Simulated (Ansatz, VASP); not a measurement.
TaN in VASP and in Ansatz

The input INCAR:

```
SYSTEM = TaN
PREC = Accurate ; ENCUT = 520
EDIFF = 1E-6 ; ISMEAR = 0
SIGMA = 0.15 ; LREAL = .FALSE.
LASPH = .TRUE. ; NELM = 100
ALGO = Normal ; ISIF = 2
LWAVE = .FALSE. ; LCHARG = .FALSE.
GGA = PS ; NBANDS = 15
```

KPOINTS

```
regular mesh
0
G
  24 24 24
  0 0 0
```

File POSCAR:

```
TaN
1.0
    0.0000000000      2.2903452300      2.2903452300
    2.1878447055      0.1025005245      2.1878447055
    2.1878447055      2.1878447055      0.1025005245
Ta N
1 1
Direct
    0.5000000000      0.5000000000      0.5000000000
    0.0000000000      0.0000000000      0.0000000000
```

Input for Ansatz:

```yaml
crystal:
  lattice:
    - [0.0, 2.29034523, 2.29034523]
    - [2.1878447055, 0.1025005245, 2.1878447055]
    - [2.1878447055, 2.1878447055, 0.1025005245]
  atoms:
    - { symbol: Ta, position: [0.5, 0.5, 0.5] }
    - { symbol: "N", position: [0.0, 0.0, 0.0] }
basis:
  ecutwfc: 420
kpoints:
  mp_grid: { grid: [24, 24, 24] }
hamiltonian:
  xc: pbesol
scf:
  occupations: { method: gaussian, width: 0.15 }
output:
  forces: true
  stress: true
  eigenvalues: true
```

Change from the starting cell: strain +0.0937 x Voigt [0, 0, 0, 1, 0, 0], atoms carried along.

Alike in both runs: task single point; functional PBEsol; k mesh 24 × 24 × 24; occupations gaussian, width 0.15 eV; no spin polarisation.

|  | VASP | Ansatz |
| --- | --- | --- |
| version | VASP 6.6.1 | Ansatz 0.2.0 |
| potentials or method | VASP PAW PBE potentials, release 64 (Ta_pv, N), cutoff 520 eV | scalar-relativistic, plane waves, PAW |
| valence electrons in the cell | 16 | 18 |

```tsv
	VASP	Ansatz	Ansatz less VASP
gap on the k mesh at the Fermi level (eV)	none	none	-
pressure (GPa)	2.1	1.1	-0.98
traceless stress, the component that is largest in VASP (GPa)	-5.92	-5.97	-0.047
```

VASP's potentials were made for PBE, not for PBEsol. A gap of «none» marks a metal or a gap that the smearing closes. VASP's potentials hold 16 valence electrons a cell and Ansatz's 18, so a difference there can come from the potentials and not from the codes.

Neither program's run includes spin-orbit coupling.
